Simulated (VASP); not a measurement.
# SnSe2 (P4_2/mnm) in VASP: a series of runs

SnSe2 is run at these levels: PBE; tasks: single point.

Everything below comes from runs of VASP 6.6.1. Logs are shortened: lines on timing, memory, paths and dates and some standing lists are left out, and cuts for length are marked.

## Step 1: The cell of the first run

Symmetry: P4_2/mnm, No. 136, tetragonal system. The conventional cell has a = 6.443 Å, b = 6.443 Å, c = 3.931 Å, α = 90.00°, β = 90.00°, γ = 90.00°. Within 3.5 Å of Sn (site symmetry mmm) lie 6 Se at 2.64 to 2.80 Å. Se (site symmetry m2m) has 3 Sn at 2.64 to 2.80 Å within 3.5 Å.

## Step 2: Single point, PBE (volume changed by -6%)

File INCAR:

```
PREC     = Accurate       # precision mode
ENCUT    = 520            # plane-wave cutoff, eV
EDIFF    = 1E-6           # SCF threshold, eV
ISMEAR   = -1             # smearing method
SIGMA    = 0.02           # smearing width, eV
LREAL    = False          # projectors in reciprocal space
LASPH    = True           # aspherical terms in the spheres
NELM     = 80             # most SCF steps
ALGO     = Normal         # electronic algorithm
ISIF     = 2              # what is computed and relaxed
LWAVE    = False          # write WAVECAR
LCHARG   = False          # write CHGCAR
GGA      = PE             # functional
NBANDS   = 35             # bands
```

File KPOINTS:

```
Automatic mesh
0
Gamma
  4 4 6
```

File POSCAR:

```
SnSe2
1.0
    6.4434117728      0.0000000000      0.0000000000
    0.0000000000      6.4434117728      0.0000000000
    0.0000000000      0.0000000000      3.9306889943
Sn Se
2 4
Direct
    0.0000000000      0.0000000000      0.0000000000
    0.5000000000      0.5000000000      0.5000000000
    0.3070040519      0.3070040519      0.0000000000
    0.1929959481      0.8070040519      0.5000000000
    0.8070040519      0.1929959481      0.5000000000
    0.6929959481      0.6929959481      0.0000000000
```

Potentials or basis: VASP PAW PBE potentials, release 64 (Sn_d, Se).

On the command line:

```sh
$ cat potpaw_PBE.64/Sn_d/POTCAR potpaw_PBE.64/Se/POTCAR > POTCAR
$ mpirun -np 1 vasp_std > vasp.out
```

OUTCAR:

```text
PREC = Accurate
   ENCUT = 520
   EDIFF = 1E-6
   ISMEAR = -1
   LREAL = False
   LASPH = True
   NELM = 80
   ISIF = 2
   GGA = PE

 ion  position               nearest neighbor table
   1  0.000  0.000  0.000-   4 2.64   5 2.64   4 2.64   5 2.64   3 2.80   6 2.80
   2  0.500  0.500  0.500-   3 2.64   6 2.64   3 2.64   6 2.64   5 2.80   4 2.80
   3  0.307  0.307  0.000-   2 2.64   2 2.64   1 2.80
   4  0.193  0.807  0.500-   1 2.64   1 2.64   2 2.80
   5  0.807  0.193  0.500-   1 2.64   1 2.64   2 2.80
   6  0.693  0.693  0.000-   2 2.64   2 2.64   1 2.80

  LATTYP: Found a simple tetragonal cell.
 ALAT       =     6.4434117728
 C/A-ratio  =     0.6100322520

  Lattice vectors:

 A1 = (   6.4434117728,   0.0000000000,   0.0000000000)
 A2 = (   0.0000000000,   6.4434117728,   0.0000000000)
 A3 = (   0.0000000000,   0.0000000000,   3.9306889943)

Analysis of symmetry for initial positions (statically):
=====================================================================
 Subroutine PRICEL returns:
 Original cell was already a primitive cell.

 Routine SETGRP: Setting up the symmetry group for a
 simple tetragonal supercell.

 Subroutine GETGRP returns: Found 16 space group operations
 (whereof  8 operations were pure point group operations)
 out of a pool of 16 trial point group operations.

The static configuration has the point symmetry D_2h.
 The point group associated with its full space group is D_4h.

Analysis of symmetry for dynamics (positions and initial velocities):
=====================================================================
 Subroutine PRICEL returns:
 Original cell was already a primitive cell.

 Routine SETGRP: Setting up the symmetry group for a
 simple tetragonal supercell.

 Subroutine GETGRP returns: Found 16 space group operations
 (whereof  8 operations were pure point group operations)
 out of a pool of 16 trial point group operations.

The dynamic configuration has the point symmetry D_2h.
 The point group associated with its full space group is D_4h.

 Subroutine INISYM returns: Found 16 space group operations
 (whereof  8 operations are pure point group operations),
 and found     1 'primitive' translations

----------------------------------------------------------------------------------------

                                     Primitive cell

  volume of cell :     163.1926
[... 91 lines left out ...]
   LNONCOLLINEAR =      F non collinear calculations
   LSORBIT =      F    spin-orbit coupling
   LASPH  =      T    aspherical Exc in radial PAW
   ENCUT  =  520.0 eV  38.22 Ry    6.18 a.u.  11.98 11.98  7.31*2*pi/ulx,y,z
   NELM   =     80;   NELMIN=  2; NELMDL= -5     # of ELM steps
   EDIFF  = 0.1E-05   stopping-criterion for ELM
   LREAL  =      F    real-space projection
   EDIFFG = 0.1E-04   stopping-criterion for IOM
   NSW    =      0    number of steps for IOM
   IBRION =     -1    ionic relax: 0-MD 1-quasi-New 2-CG
   NFREE  =      0    steps in history (QN), initial steepest desc. (CG)
   ISIF   =      2    stress and relaxation
   ISYM   =      2    0-nonsym 1-usesym 2-fastsym
   POTIM  = 0.5000    time-step for ionic-motion
   TEBEG  =    0.0;   TEEND  =   0.0 temperature during run
   PSTRESS=    0.0 pullay stress
   NELECT =      52.0000    total number of electrons
   NUPDOWN=      -1.0000    fix difference up-down
   EMIN   =  10.00;   EMAX   =-10.00  energy-range for DOS
   EFERMI =   0.00;   METHOD = LEGACY
   ISMEAR =    -1;   SIGMA  =   0.02  broadening in eV -4-tet -1-fermi 0-gaus
   EFERMI_NEDOS =   21; number of points for ismear=-14 and -15
   IALGO  =     38    algorithm
   IMIX   =      4    mixing-type and parameters
     AMIX     =   0.40;   BMIX     =  1.00
     AMIX_MAG =   1.60;   BMIX_MAG =  1.00
  volume/ion in A,a.u.               =      27.20       183.55
  Fermi-wavevector in a.u.,A,eV,Ry     =   1.118173  2.113041 17.011522  1.250312
  Thomas-Fermi vector in A             =   2.254802
   LORBIT       =      0    0 simple, 1 ext, 2 COOP (PROOUT), +10 PAW based schemes
   GGA     = PE    functional components
[... 5 lines left out ...]
 non-spin polarized calculation
  energy-cutoff  :      520.00
  volume of cell :      163.19
 maximum number of plane-waves:      4416
 NGX is ok and might be reduce to    48
   NGX = 23   NGY = 23   NGZ = 15

 number of electron      52.0000028 magnetization

 Free energy of the ion-electron system (eV)
  ---------------------------------------------------
  ext. energy  EPLUGINS =         0.00000000
  ---------------------------------------------------
  free energy    TOTEN  =       -22.42688769 eV

  energy without entropy =      -22.42495587  energy(sigma->0) =      -22.42592178

 E-fermi :   4.0879     XC(G=0):  -9.1975

 val. band max:        3.8613904857   @ k =   0.2500   0.2500   0.1667
 cond. band min:       4.1023337777   @ k =   0.0000   0.0000   0.1667
 fundamental gap:      0.2409432920
 Fermi energy:         4.0878738628

 k-point     1 :       0.0000    0.0000    0.0000
  band No.  band energies     occupation
      1     -17.9736      2.00000
      2     -17.9495      2.00000
      3     -17.8865      2.00000
      4     -17.8865      2.00000
      5     -17.8623      2.00000
      6     -17.8591      2.00000
[... 901 lines left out ...]
     34      10.5349      0.00000
     35      10.8176      0.00000

------------------------ aborting loop because EDIFF is reached ----------------------------------------

  FORCE on cell =-STRESS in cart. coord.  units (eV):
  Direction    XX          YY          ZZ          XY          YZ          ZX
  --------------------------------------------------------------------------------------
  -------------------------------------------------------------------------------------
  Total        3.3425958      3.3425958      4.5510848      0.0000000      0.0000000      0.0000000
  in kB       32.8166306     32.8166306     44.6812232      0.0000000      0.0000000      0.0000000
  external PRESSURE =      36.7714948 kB  Pullay stress =       0.0000000 kB

 VOLUME and BASIS-vectors are now :
 -----------------------------------------------------------------------------
  energy-cutoff  :      520.00
  volume of cell :      163.19
      direct lattice vectors                 reciprocal lattice vectors
     6.443411773  0.000000000  0.000000000     0.155197283  0.000000000  0.000000000
     0.000000000  6.443411773  0.000000000     0.000000000  0.155197283  0.000000000
     0.000000000  0.000000000  3.930688994     0.000000000  0.000000000  0.254408324

 POSITION                                       TOTAL-FORCE (eV/Angst)
 -----------------------------------------------------------------------------------
      0.00000      0.00000      0.00000        -0.000000      0.000000      0.000000
      3.22171      3.22171      1.96534        -0.000000      0.000000      0.000000
      1.97815      1.97815      0.00000        -0.171633     -0.171633      0.000000
      1.24355      5.19986      1.96534         0.171633     -0.171633      0.000000
      5.19986      1.24355      1.96534        -0.171633      0.171633     -0.000000
      4.46526      4.46526      0.00000         0.171633      0.171633     -0.000000
 -----------------------------------------------------------------------------------
    total drift:                               -0.000000     -0.000000     -0.000000

  FREE ENERGIE OF THE ION-ELECTRON SYSTEM (eV)
  ---------------------------------------------------
  free  energy   TOTEN  =       -22.4268876927 eV

  energy  without entropy=      -22.4249558663  energy(sigma->0) =      -22.42592178
```

OSZICAR:

```text
N       E                     dE             d eps       ncg     rms          rms(c)
DAV:   1     0.503672971257E+03    0.50367E+03   -0.23390E+04  1742   0.169E+03
DAV:   2     0.579190515466E+02   -0.44575E+03   -0.42914E+03  1696   0.460E+02
DAV:   3    -0.188793802915E+02   -0.76798E+02   -0.74776E+02  2002   0.165E+02
DAV:   4    -0.231175132911E+02   -0.42381E+01   -0.42015E+01  2045   0.412E+01
DAV:   5    -0.232274079540E+02   -0.10989E+00   -0.10972E+00  2364   0.701E+00    0.687E+00
DAV:   6    -0.224824080822E+02    0.74500E+00   -0.11569E+00  2317   0.959E+00    0.433E+00
DAV:   7    -0.224310473732E+02    0.51361E-01   -0.45164E-01  2229   0.337E+00    0.153E+00
DAV:   8    -0.224273060271E+02    0.37413E-02   -0.57801E-02  2174   0.216E+00    0.332E-01
DAV:   9    -0.224269068888E+02    0.39914E-03   -0.84626E-03  2167   0.899E-01    0.116E-01
DAV:  10    -0.224268278156E+02    0.79073E-04   -0.74857E-04  2142   0.213E-01    0.484E-02
DAV:  11    -0.224268903743E+02   -0.62559E-04   -0.16741E-04  2137   0.627E-02    0.145E-02
DAV:  12    -0.224268861038E+02    0.42705E-05   -0.21206E-05  1818   0.242E-02    0.461E-03
DAV:  13    -0.224268877859E+02   -0.16822E-05   -0.36813E-06  1702   0.166E-02    0.204E-03
DAV:  14    -0.224268876927E+02    0.93189E-07   -0.24557E-07  1038   0.402E-03
   1 F= -.22426888E+02 E0= -.22425922E+02  d E =-.193183E-02
```

stdout:

```text
POSCAR found type information on POSCAR SnSe
 POSCAR found :  2 types and       6 ions
 scaLAPACK will be used
 LDA part: xc-table for (Slater+PW92), standard interpolation
 POSCAR, INCAR and KPOINTS ok, starting setup
 FFT: planning ... GRIDC
 FFT: planning ... GRID_SOFT
 FFT: planning ... GRID
 WAVECAR not read
 entering main loop
```

Wall time 96 s (1 thread of Intel Xeon Platinum 8259CL at 2.50GHz (Skylake/Cascade Lake), shared host); peak memory 0.31 GiB.

Results:

```
Free energy   : -22.4269 eV
Pressure      : 3.7 GPa
Largest force : 0.243 eV/Å
```

Forces in eV/Å, atoms in the order of the input:
```
Sn   0.000  0.000  0.000
Sn   0.000  0.000  0.000
Se  -0.172 -0.172  0.000
Se   0.172 -0.172  0.000
Se  -0.172  0.172  0.000
Se   0.172  0.172  0.000
```

Caveat: the cell differs from its parent crystal (volume changed by -6%); spin-orbit coupling is left out, which moves the levels of the heavy elements.

## Step 3: Single point, PBE

This run uses another cell than the first one, of 27.87 Å³/atom, 1.024 times its volume.

File INCAR:

```
PREC = Accurate ; ENCUT = 520
EDIFF = 1E-6 ; ISMEAR = -1
SIGMA = 0.02 ; LREAL = F
LASPH = T ; NELM = 60
ALGO = Normal ; ISIF = 2
LWAVE = F ; LCHARG = F
GGA = PE ; NBANDS = 35
```

KPOINTS is that of step 2.

File POSCAR:

```
SnSe2
1.0
    6.5024438584      0.0000000000      0.0000000000
    0.0000000000      6.5024438584      0.0000000000
    0.0000000000      0.0000000000      3.9541948530
Sn Se
2 4
Direct
    0.0000000000      0.0000000000      0.0000000000
    0.5000000000      0.5000000000      0.5000000000
    0.3072983795      0.3072983795      0.0000000000
    0.1927016205      0.8072983795      0.5000000000
    0.8072983795      0.1927016205      0.5000000000
    0.6927016205      0.6927016205      0.0000000000
```

Potentials or basis: VASP PAW PBE potentials, release 64 (Sn_d, Se).

On the command line:

```sh
$ cat potpaw_PBE.64/Sn_d/POTCAR potpaw_PBE.64/Se/POTCAR > POTCAR
$ mpirun -np 1 vasp_std > vasp.out
```

Run time: 98 s. Hardware: 1 thread of Intel Xeon Platinum 8259CL at 2.50GHz (Skylake/Cascade Lake), shared host; peak memory 0.32 GiB.

Results (log left out):

```yaml
Free_energy: -22.4961 eV
Pressure: 2.2 GPa
Largest_force: 0.170 eV/Å
Band_gap_on_the_k_mesh: zero (band 26 reaches 3.86 eV, above the bottom of band 27 at 3.83 eV)
```

Forces in eV/Å, atoms in the order of the input:
```
Sn   0.000  0.000  0.000
Sn   0.000  0.000  0.000
Se  -0.120 -0.120  0.000
Se   0.120 -0.120  0.000
Se  -0.120  0.120  0.000
Se   0.120  0.120  0.000
```

Stress tensor (GPa, compression positive):
```
1.94 0.00 0.00
0.00 1.94 0.00
0.00 0.00 2.76
```

Levels at points of the mesh, in eV from the Fermi level:
| k point | band 24 | band 25 | band 26 | band 27 | band 28 | band 29 |
| --- | --- | --- | --- | --- | --- | --- |
| (0.00, 0.00, 0.00) | -1.06 | -0.47 | -0.47 | 0.24 | 1.28 | 2.42 |
| (0.50, 0.00, 0.00) | -0.94 | -0.68 | -0.68 | 0.51 | 0.51 | 3.08 |
| (0.50, 0.50, 0.00) | -1.13 | -1.12 | -1.12 | 0.54 | 0.54 | 3.54 |
| (0.00, 0.00, 0.50) | -1.43 | -1.36 | -1.36 | 0.74 | 0.74 | 4.52 |
| (0.50, 0.00, 0.50) | -0.91 | -0.88 | -0.88 | 1.37 | 1.37 | 1.98 |
| (0.50, 0.50, 0.50) | -1.06 | -0.77 | -0.77 | 0.23 | 0.23 | 4.20 |

Caveat: spin-orbit coupling is left out, which moves the levels of the heavy elements.

## Step 4: Single point, PBE (volume changed by -3%)

File INCAR:

```
SYSTEM = SnSe2
  ALGO = Normal
  EDIFF = 1E-7
  ENCUT = 520
  GGA = PE
  ISIF = 2
  ISMEAR = -1
  LASPH = .True.
  LCHARG = .False.
  LREAL = .False.
  LWAVE = .False.
  NBANDS = 35
  NELM = 80
  PREC = Accurate
  SIGMA = 0.02
```

File KPOINTS:

```
k-points
0
Gamma
  4 4 6
  0 0 0
```

File POSCAR:

```
SnSe2
1.0
    6.5112421445      0.0000000000      0.0000000000
    0.0000000000      6.5112421445      0.0000000000
    0.0000000000      0.0000000000      3.9720677087
Sn Se
2 4
Direct
    0.0000000000      0.0000000000      0.0000000000
    0.5000000000      0.5000000000      0.5000000000
    0.3070040519      0.3070040519      0.0000000000
    0.1929959481      0.8070040519      0.5000000000
    0.8070040519      0.1929959481      0.5000000000
    0.6929959481      0.6929959481      0.0000000000
```

On the command line:

```sh
$ cat potpaw_PBE.64/Sn_d/POTCAR potpaw_PBE.64/Se/POTCAR > POTCAR
$ mpirun -np 1 vasp_std > vasp.out
```

Run time: 98 s. Hardware: 1 thread of Intel Xeon Platinum 8259CL at 2.50GHz (Skylake/Cascade Lake), shared host; peak memory 0.32 GiB.

Results (log left out):

```
Free energy            : -22.5141 eV
Pressure               : 1.7 GPa
Largest force          : 0.117 eV/Å
Band gap on the k mesh : zero (band 26 reaches 3.79 eV, above the bottom of band 27 at 3.74 eV)
```

Forces on the atoms (eV/Å):
```
Sn   0.000  0.000  0.000
Sn   0.000  0.000  0.000
Se  -0.083 -0.083  0.000
Se   0.083 -0.083  0.000
Se  -0.083  0.083  0.000
Se   0.083  0.083  0.000
```

Stress tensor (GPa, compression positive):
```
1.51 0.00 0.00
0.00 1.51 0.00
0.00 0.00 2.07
```

Levels at points of the mesh, in eV from the Fermi level:
```csv
k point,band 23,band 24,band 25,band 26,band 27,band 28,band 29,band 30
"(0.00, 0.00, 0.00)",-1.05,-1.05,-0.44,-0.44,0.26,1.27,2.41,2.41
"(0.50, 0.00, 0.00)",-0.93,-0.93,-0.64,-0.64,0.50,0.50,3.08,3.08
"(0.50, 0.50, 0.00)",-1.10,-1.10,-1.09,-1.09,0.53,0.53,3.53,3.53
"(0.00, 0.00, 0.50)",-1.39,-1.39,-1.33,-1.33,0.75,0.75,4.54,4.54
"(0.50, 0.00, 0.50)",-0.88,-0.88,-0.85,-0.85,1.37,1.37,2.00,2.00
"(0.50, 0.50, 0.50)",-1.02,-1.02,-0.74,-0.74,0.24,0.24,4.23,4.23
```

Caveat: the cell differs from its parent crystal (volume changed by -3%); spin-orbit coupling is left out, which moves the levels of the heavy elements.

## Step 5: Summary

| cell | gap on the mesh (eV) | pressure (GPa) | largest force (eV/Å) |
| --- | --- | --- | --- |
| a = 6.443, b = 6.443, c = 3.931 Å, 6 atoms | - | 3.7 | 0.24 |
| a = 6.502, b = 6.502, c = 3.954 Å, 6 atoms | none | 2.2 | 0.17 |
| a = 6.511, b = 6.511, c = 3.972 Å, 6 atoms | none | 1.7 | 0.12 |

Alike in all rows: task single point; level PBE; potentials or basis VASP PAW PBE potentials, release 64 (Sn_d, Se); no spin polarisation; k mesh 4 × 4 × 6; cutoff (eV) 520; smearing fermi-dirac 0.02 eV.

Caveats: spin-orbit coupling is left out, which moves the levels of the heavy elements.

Absolute energies hang on the potentials; compare differences alone.
